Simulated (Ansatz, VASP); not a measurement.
## B3C in VASP and in Ansatz

Contents of INCAR:

```
SYSTEM = B3C
ALGO = Normal
EDIFF = 1E-7
EDIFFG = -0.04
ENCUT = 910
GGA = PE
GGA_COMPAT = .False.
IBRION = 2
ISIF = 3
ISMEAR = 0
LASPH = .True.
LCHARG = .False.
LREAL = .False.
LWAVE = .False.
NELM = 120
NELMIN = 4
NSW = 90
PREC = Accurate
SIGMA = 0.1
```

KPOINTS

```
k-points
0
Gamma
  12 12 2
  0 0 0
```

Contents of POSCAR:

```
B3C
1.0
    2.4103921000      0.0000000000      0.0000000000
   -1.2051960500      2.0874607900      0.0000000000
    0.0000000000      0.0000000000      7.5087784500
B C
3 1
Direct
    0.0000000000      0.0000000000      0.0000000000
    0.6666666700      0.3333333300      0.7616215300
    0.6666666700      0.3333333300      0.2383784700
    0.0000000000      0.0000000000      0.5000000000
```

Input for Ansatz:

```yaml
crystal:
  lattice:
    - [2.4103921, 0.0, 0.0]
    - [-1.20519605, 2.08746079, 0.0]
    - [0.0, 0.0, 7.50877845]
  atoms:
    - { symbol: B, position: [0.0, 0.0, 0.0] }
    - { symbol: B, position: [0.66666667, 0.33333333, 0.76162153] }
    - { symbol: B, position: [0.66666667, 0.33333333, 0.23837847] }
    - { symbol: C, position: [0.0, 0.0, 0.5] }
basis:
  ecutwfc: 420
kpoints:
  mp_grid: { grid: [12, 12, 2] }
hamiltonian:
  xc: pbe
scf:
  occupations: { method: gaussian, width: 0.1 }
  lower_state_search: "off"
output:
  forces: true
  stress: true
  eigenvalues: true
relax:
  adjacent_minimum: "off"
  f_tol: 0.04
  max_steps: 70
  cell: { stress_tol: 0.4 }
```

Change from the starting cell: species swapped into the Co3Ir type (P-6m2, No. 187).

Alike in both runs: task relaxation of cell and atoms; functional PBE; k mesh 12 × 12 × 2; occupations gaussian, width 0.1 eV; no spin polarisation.

```csv
,VASP,Ansatz
version,VASP 6.6.1,Ansatz 0.2.0
potentials or method,"VASP PAW PBE potentials, release 64 (B_h, C_h), cutoff 910 eV","scalar-relativistic, plane waves, PAW"
valence electrons in the cell,13,13
```

|  | VASP | Ansatz | Ansatz less VASP |
| --- | --- | --- | --- |
| gap on the k mesh at the Fermi level, each at its own relaxed structure (eV) | none | none | - |
| relaxed volume (Å³/atom) | 6.57 | 6.72 | +0.148 |
| relaxed cell length with the largest relative difference (Å) | 3.731 | 4.707 | +0.9761 |

A gap of «none» marks a metal or a gap that the smearing closes. One of these differences is far larger than is usual between the two programs; its cause wasn't traced.

The k mesh is coarse, so the values compare programs but aren't converged. Noted on VASP's run: the cutoff is short for stress, so the pressure is rough; the volume moved by over 15 % at a fixed basis, so the end points are rough.
